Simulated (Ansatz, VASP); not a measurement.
Given: the input of a run of Ansatz 0.2.0 on Zr.

File input.yaml:

```yaml
crystal:
  lattice:
    - [3.232, 0.0, 0.0]
    - [-1.616, 2.798994105, 0.0]
    - [0.0, 0.0, 5.147]
  atoms:
    - { symbol: Zr, position: [0.6666666667, 0.3333333333, 0.75] }
    - { symbol: Zr, position: [0.3333333333, 0.6666666667, 0.25] }
kpoints:
  mp_grid: { grid: [9, 9, 5] }
scf:
  occupations: { method: fermi_dirac, width: 0.05 }
hamiltonian:
  xc: rpbe
  pseudopotentials: { kind: all_electron, lapw: { basis_error: 0.001 } }
output:
  forces: true
  stress: true
relax:
  f_tol: 0.02
  max_steps: 60
  cell: {}
```

Potentials or basis: all-electron LAPW, scalar-relativistic.

Run with:

```sh
$ ansatz run input.yaml --threads 1 --pin off --max-ram 3072MiB --backend cpu --events-out ev --progress --plain --runs-dir out
```

Task: Set up the same calculation for VASP 6.6.1. Potentials there: VASP PAW PBE potentials, release 64 (Zr_sv).

Result: As run (the cutoff follows the program's own potentials):

File INCAR:

```
PREC = Accurate ; ENCUT = 600
EDIFF = 1E-6 ; ISMEAR = -1
SIGMA = 0.05 ; LREAL = False
LASPH = True ; NELM = 60
ALGO = Normal ; ISIF = 3
LWAVE = False ; LCHARG = False
GGA = RP ; IBRION = 2
NSW = 80 ; EDIFFG = -0.02
```

Contents of KPOINTS:

```
regular mesh
0
Gamma
  9 9 5
```

File POSCAR:

```
Zr
1.0
    3.2320000000      0.0000000000      0.0000000000
   -1.6160000000      2.7989941050      0.0000000000
    0.0000000000      0.0000000000      5.1470000000
Zr
2
Direct
    0.6666666667      0.3333333333      0.7500000000
    0.3333333333      0.6666666667      0.2500000000
```

Potentials or basis: VASP PAW PBE potentials, release 64 (Zr_sv).

Command:

```bash
$ cat potpaw_PBE.64/Zr_sv/POTCAR > POTCAR
$ mpirun -np 1 vasp_std > vasp.out
```

Both were run:

|  | VASP | Ansatz | Ansatz less VASP |
| --- | --- | --- | --- |
| relaxed volume (Å³/atom) | 23.95 | 23.96 | +0.004 |
| relaxed cell length with the largest relative difference (Å) | 5.214 | 5.216 | +0.0028 |

VASP's potentials were made for PBE, not for RPBE. Ansatz ran all-electron here, and VASP with PAW potentials.
